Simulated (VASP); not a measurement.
A run of VASP 6.6.1 is set up as follows.

File INCAR:

```
PREC = Accurate
ENCUT = 520
EDIFF = 1E-6
ISMEAR = 0
SIGMA = 0.1
LREAL = F
LASPH = T
NELM = 80
ALGO = Normal
ISIF = 2
LWAVE = F
LCHARG = T
LDIPOL = T
IDIPOL = 3
DIPOL = 0.5 0.5 0.300
GGA = PE
IVDW = 12
LELF = T
LVHAR = T
LVACPOTAV = T
NBANDS = 98
```

Contents of KPOINTS:

```
regular mesh
0
Gamma
  5 5 1
```

The input POSCAR:

```
SiW12
1.0
    5.6644156868      0.0000000000      0.0000000000
    0.0000000000      5.6644156868      0.0000000000
    0.0000000000      0.0000000000     21.1500668291
W Si
12 1
Direct
    0.2500000000      0.2500000000      0.1891246979
    0.2500000000      0.7500000000      0.1891246979
    0.7500000000      0.2500000000      0.1891246979
    0.7500000000      0.7500000000      0.1891246979
    0.0000000000      0.0000000000      0.2848852803
    0.0000000000      0.5000000000      0.2848852803
    0.5000000000      0.0000000000      0.2848852803
    0.5000000000      0.5000000000      0.2848852803
    0.2500000000      0.2500000000      0.3806166143
    0.2500000000      0.7500000000      0.3806166143
    0.7500000000      0.2500000000      0.3806166143
    0.7500000000      0.7500000000      0.3806166143
    0.4166666667      0.5000000000      0.4846351982
```

Potentials or basis: VASP PAW PBE potentials, release 64 (W_sv, Si).

Command:

```sh
$ cat potpaw_PBE.64/W_sv/POTCAR potpaw_PBE.64/Si/POTCAR > POTCAR
$ mpirun -np 1 vasp_std > vasp.out
```

(1) What does it give for the largest force?

(2) Predict the dispersion energy per atom.

Results:

(1) 2.691 eV/Å.

(2) -0.402 eV.
